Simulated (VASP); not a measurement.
Write the native input for VASP 6.6.1 that does the following.

```yaml
Task: single point
Functional: PBE
Potentials_or_basis: VASP PAW PBE potentials, release 64 (Si, O)
Cutoff: 520 eV
k_mesh: 6 × 6 × 10
Occupations: fermi-dirac, width 0.02 eV
Spin: no spin polarisation
Dipole_correction: no
Further_INCAR_settings: ALGO = Normal; EDIFF = 1e-06; NBANDS = 25
```

The structure of SiO2 lies in POSCAR:

```
SiO2
1.0
    4.2688925746      0.0000000000      0.0000000000
    0.0000000000      4.2688925746      0.0000000000
    0.0000000000      0.0000000000      2.6433225670
Si O
2 4
Direct
    0.0000000000      0.0000000000      0.0000000000
    0.5000000000      0.5000000000      0.5000000000
    0.3085227988      0.3085227988      0.0000000000
    0.1914772012      0.8085227988      0.5000000000
    0.8085227988      0.1914772012      0.5000000000
    0.6914772012      0.6914772012      0.0000000000
```

This cell differs from its parent crystal: epitaxial xy strain +2.0%.

One way to write it, as run:

INCAR

```
PREC     = Accurate       # precision mode
ENCUT    = 520            # plane-wave cutoff, eV
EDIFF    = 1E-6           # SCF threshold, eV
ISMEAR   = -1             # smearing method
SIGMA    = 0.02           # smearing width, eV
LREAL    = False          # projectors in reciprocal space
LASPH    = True           # aspherical terms in the spheres
NELM     = 100            # most SCF steps
ALGO     = Normal         # electronic algorithm
ISIF     = 2              # what is computed and relaxed
LWAVE    = False          # write WAVECAR
LCHARG   = True           # write CHGCAR
GGA      = PE             # functional
LELF     = True           # ELF
LVHAR    = True         
NBANDS   = 25             # bands
```

KPOINTS

```
Automatic mesh
0
Gamma
  6 6 10
```

Potentials or basis: VASP PAW PBE potentials, release 64 (Si, O).

Command:

```bash
$ cat potpaw_PBE.64/Si/POTCAR potpaw_PBE.64/O/POTCAR > POTCAR
$ mpirun -np 1 vasp_std > vasp.out
```

Results of the run:

- Pressure: 3.3 GPa
- Largest force: 0.143 eV/Å
- Band gap on the k mesh: 5.24 eV, direct

Caveat: the cell differs from its parent crystal (epitaxial xy strain +2.0%).

Wall time 24 s on 1 thread of Intel(R) Xeon(R) Platinum 8559C (Emerald Rapids), with other jobs on the host, peak memory 0.17 GiB.
